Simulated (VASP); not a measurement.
Input of a VASP 6.6.1 run:

INCAR

```
SYSTEM = GaN
  PREC = Accurate
  ENCUT = 600
  EDIFF = 1E-6
  ISMEAR = 0
  SIGMA = 0.01
  LREAL = .FALSE.
  LASPH = .TRUE.
  NELM = 120
  ALGO = Normal
  ISIF = 2
  LWAVE = .FALSE.
  LCHARG = .FALSE.
  GGA = PE
  NBANDS = 46
  GGA_COMPAT = .FALSE.
```

File KPOINTS:

```
regular mesh
0
G
  1 1 1
  0 0 0
```

Contents of POSCAR:

```
GaN
1.0
    6.3778600000      0.0000000000      0.0000000000
   -1.5944650000      2.7616950000      0.0000000000
    0.0000000000      0.0000000000      5.1923570000
Ga N
4 4
Direct
    0.3479980000      0.3250190000      0.5021260000
    0.1675850000      0.6771430000      0.9882830000
    0.8276470000      0.3386260000      0.4948660000
    0.6466110000      0.6816020000      0.9960650000
    0.3307320000      0.3239070000      0.8676370000
    0.1613740000      0.6602390000      0.3737070000
    0.8286710000      0.3367000000      0.8776870000
    0.6669980000      0.6559490000      0.3773920000
```

Potentials or basis: VASP PAW PBE potentials, release 64 (Ga_d, N).

Launch:

```console
$ cat potpaw_PBE.64/Ga_d/POTCAR potpaw_PBE.64/N/POTCAR > POTCAR
$ mpirun -np 1 vasp_gam > vasp.out
```

(1) Predict the largest force.

(2) What does it give for the pressure?

Results:

(1) 2.978 eV/Å.

(2) 14.8 GPa.

Caveat: the k points lie up to 1.97 Å⁻¹ apart; forces of over 1 eV/Å act on the atoms, so gaps and moduli don't describe the material at rest.
